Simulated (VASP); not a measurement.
Input of a VASP 6.6.1 run:

File INCAR:

```
SYSTEM = Ge
ALGO = Normal
EDIFF = 1E-6
ENCUT = 520
GGA = PE
ISIF = 2
ISMEAR = 0
LASPH = .TRUE.
LCHARG = .TRUE.
LELF = .TRUE.
LREAL = .FALSE.
LVHAR = .TRUE.
LWAVE = .FALSE.
NBANDS = 36
NELM = 60
PREC = Accurate
SIGMA = 0.15
```

The input KPOINTS:

```
k-points
0
G
  12 12 8
  0 0 0
```

The input POSCAR:

```
Ge
1.0
    3.9972843571      0.0000000000      0.0000000000
   -1.9986421786      3.4617497994      0.0000000000
    0.0000000000      0.0000000000      6.6925281924
Ge
4
Direct
    0.6666666667      0.3333333333      0.0627911807
    0.3333333333      0.6666666667      0.5627911807
    0.6666666667      0.3333333333      0.4372088193
    0.3333333333      0.6666666667      0.9372088193
```

Potentials or basis: VASP PAW PBE potentials, release 64 (Ge_d).

Run with:

```sh
$ cat potpaw_PBE.64/Ge_d/POTCAR > POTCAR
$ mpirun -np 1 vasp_std > vasp.out
```

Task: What does it give for the largest force?

Result: 0.144 eV/Å.

Task: Estimate the pressure.

Result: 1.9 GPa.

Forces on the atoms (eV/Å):
```
Ge   0.000  0.000  0.144
Ge   0.000  0.000  0.144
Ge   0.000  0.000 -0.144
Ge   0.000  0.000 -0.144
```

Caveat: the cell differs from its parent crystal (strain -0.015 along x and y, +0.000 along z).
